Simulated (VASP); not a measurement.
Write the native input for VASP 6.6.1 that does the following.

| Quantity | Value |
| --- | --- |
| Task | relaxation of cell and atoms |
| Functional | PBE |
| Potentials or basis | VASP PAW PBE potentials, release 64 (Ga_d, Sn_d, Se) |
| Cutoff | 600 eV |
| k mesh | 3 × 3 × 3 |
| Occupations | gaussian, width 0.15 eV |
| Spin | no spin polarisation |
| Dipole correction | no |
| Further INCAR settings | ALGO = Normal; EDIFF = 1e-06; IBRION = 2; EDIFFG = -0.08; NSW = 36; ISIF = 3 |

The structure of Ga2SnSe4 lies in POSCAR:

```
Ga2SnSe4
1.0
   -3.7000000000      3.7000000000      3.1000000000
    3.7000000000     -3.7000000000      3.1000000000
    3.7000000000      3.7000000000     -3.1000000000
Ga Sn Se
2 1 4
Direct
    0.0000000000      0.5000000000      0.5000000000
    0.5000000000      0.0000000000      0.5000000000
    0.0000000000      0.0000000000      0.0000000000
    0.0720000000      0.9280000000      0.5000000000
    0.4280000000      0.5720000000      0.5000000000
    0.9280000000      0.4280000000      0.8560000000
    0.5720000000      0.0720000000      0.1440000000
```

This cell differs from its parent crystal: atoms taken out.

The input as run:

INCAR

```
SYSTEM = Ga2SnSe4
PREC = Accurate
ENCUT = 600
EDIFF = 1E-6
ISMEAR = 0
SIGMA = 0.15
LREAL = .FALSE.
LASPH = .TRUE.
NELM = 100
ALGO = Normal
ISIF = 3
LWAVE = .FALSE.
LCHARG = .FALSE.
GGA = PE
IBRION = 2
NSW = 36
EDIFFG = -0.08
```

KPOINTS

```
regular mesh
0
G
  3 3 3
  0 0 0
```

Potentials or basis: VASP PAW PBE potentials, release 64 (Ga_d, Sn_d, Se).

Run with:

```console
$ cat potpaw_PBE.64/Ga_d/POTCAR potpaw_PBE.64/Sn_d/POTCAR potpaw_PBE.64/Se/POTCAR > POTCAR
$ mpirun -np 1 vasp_std > vasp.out
```

It gave:

```
Relaxed volume                        : 26.20 Å³/atom
Relaxed cell                          : a = 6.249 Å, b = 6.249 Å, c = 6.249 Å, α = 104.68°, β = 104.68°, γ = 119.55°
Space group after relaxing (to 0.1 Å) : I422 (No. 97)
Energy gained by relaxing             : 21.5 meV/atom
Ionic steps                           : 5
Pressure after relaxing               : 0.1 GPa
Largest force after relaxing          : 0.066 eV/Å
Band gap on the k mesh                : 1.38 eV (least direct gap 1.44 eV)
```

Caveat: the k points lie up to 0.43 Å⁻¹ apart in the final cell; the cell differs from its parent crystal (atoms taken out); spin-orbit coupling is left out, which moves the levels of the heavy elements; an odd mesh through Γ misses points on the zone boundary, where band edges can lie; the relaxation stopped at a loose force limit of 0.08 eV/Å, so its end isn't a converged minimum.

Run time: 5 min on 1 thread of Intel(R) Xeon(R) Platinum 8259CL CPU @ 2.50GHz (Skylake/Cascade Lake), on a shared host, peak memory 0.39 GiB.
